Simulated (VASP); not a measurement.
A run of VASP 6.6.1 is set up as follows.

INCAR

```
SYSTEM = Sn
ALGO = Fast
EDIFF = 1E-6
ENCUT = 520
GGA = PS
ISIF = 2
ISMEAR = 0
IVDW = 12
LASPH = .True.
LCHARG = .False.
LREAL = .False.
LWAVE = .False.
NBANDS = 13
NELM = 80
PREC = Accurate
SIGMA = 0.1
```

File KPOINTS:

```
k-points
0
Gamma
  16 16 16
  0 0 0
```

POSCAR

```
Sn
1.0
   -1.8037461557      1.7129778281      1.9667541532
    1.8037461557     -1.7129778281      1.9667541532
    1.8037461557      1.7129778281     -1.9667541532
Sn
1
Direct
    0.0000000000      0.0000000000      0.0000000000
```

Potentials or basis: VASP PAW PBE potentials, release 64 (Sn_d).

The run is started by

```bash
$ cat potpaw_PBE.64/Sn_d/POTCAR > POTCAR
$ mpirun -np 1 vasp_std > vasp.out
```

**Question.** What does it give for the dispersion energy per atom?

**Answer.** -0.438 eV.

**Question.** What does it give for the pressure?

**Answer.** 2.0 GPa.

**Question.** What does it give for the band gap on the k mesh?

**Answer.** Zero (band 7 reaches 17.89 eV, above the bottom of band 8 at 6.68 eV).

Stress tensor (GPa, compression positive):
```
2.10 0.00 0.00
0.00 2.05 0.00
0.00 0.00 1.95
```

Caveat: the PAW data sets were made with another functional, which shifts forces and pressure a little; spin-orbit coupling is left out, which moves the levels of the heavy elements; pairwise dispersion overbinds metals, which lowers pressure and volume.
